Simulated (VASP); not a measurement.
Write the native input for VASP 6.6.1 that does the following.

```
Task                   : electric field gradients
Functional             : PBEsol
Potentials or basis    : VASP PAW PBE potentials, release 64 (Os)
Cutoff                 : 520 eV
k mesh                 : 14 × 14 × 14
Occupations            : fermi-dirac, width 0.05 eV
Spin                   : no spin polarisation
Dipole correction      : no
Further INCAR settings : ALGO = Normal; EDIFF = 1e-08; NBANDS = 10
```

The structure of Os lies in POSCAR:

```
Os
1.0
    0.0000000000      1.9450000000      1.8866500000
    1.9450000000      0.0000000000      1.8866500000
    1.9450000000      1.9450000000      0.0000000000
Os
1
Direct
    0.0000000000      0.0000000000      0.0000000000
```

This cell differs from its parent crystal: zz strain of -3 %.

One way to write it, as run:

INCAR

```
PREC = Accurate ; ENCUT = 520
EDIFF = 1E-8 ; ISMEAR = -1
SIGMA = 0.05 ; LREAL = False
LASPH = True ; NELM = 60
ALGO = Normal ; ISIF = 2
LWAVE = False ; LCHARG = False
GGA = PS ; LEFG = True
NBANDS = 10
```

KPOINTS

```
Automatic mesh
0
Gamma
  14 14 14
```

Potentials or basis: VASP PAW PBE potentials, release 64 (Os).

Launch:

```bash
$ cat potpaw_PBE.64/Os/POTCAR > POTCAR
$ mpirun -np 1 vasp_std > vasp.out
```

It gave:

* Pressure: -8.8 GPa
* Band gap on the k mesh: zero (band 4 reaches 11.62 eV, above the bottom of band 5 at 7.44 eV)

Caveat: the cell differs from its parent crystal (zz strain of -3 %); without QUAD_EFG the Cq values of the log hold for a quadrupole moment of 1 mb, not for the nuclei; the PAW data sets were made with another functional, which shifts forces and pressure a little; spin-orbit coupling is left out, which moves the levels of the heavy elements.

Run time: 12 s on 1 thread of Intel(R) Xeon(R) 6975P-C (Granite Rapids), with other jobs on the host, peak memory 0.15 GiB.
